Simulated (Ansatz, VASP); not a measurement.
## One calculation of InP3, two programs

```
In P
1.0
     3.74150    2.16016    3.36925
    -3.74150    2.16016    3.36925
     0.00000   -4.32031    3.36925
In P
2 6
Cartesian
  0.0000 0.0000 2.7316
  0.0000 0.0000 7.3761
  2.0713 -1.1958 6.2037
  0.0000 2.3917 6.2037
  -2.0713 -1.1958 6.2037
  -2.0713 1.1958 3.9040
  2.0713 1.1958 3.9040
  0.0000 -2.3917 3.9040
```

Alike in both runs: functional r2SCAN; k mesh 6 × 6 × 6; occupations gaussian, width 0.1 eV; no spin polarisation.

Ansatz relaxed the structure, and its values are those at the end. VASP's run is a single point on that final structure, the one shown.

|  | VASP | Ansatz |
| --- | --- | --- |
| version | VASP 6.6.1 | Ansatz 0.2.0 |
| potentials or method | VASP PAW PBE potentials, release 64 (In_d, P), cutoff 520 eV | scalar-relativistic, plane waves, PAW |
| valence electrons in the cell | 56 | 56 |

|  | VASP | Ansatz | Ansatz less VASP |
| --- | --- | --- | --- |
| gap on the k mesh at the Fermi level (eV) | none | none | - |
| pressure (GPa) | -0.4 | 0.0 | +0.36 |
| rms of the force components (eV/Å) | 0.052 | 0.002 | -0.0502 |

VASP's potentials were made for PBE, not for r2SCAN. A gap of «none» marks a metal or a gap that the smearing closes.
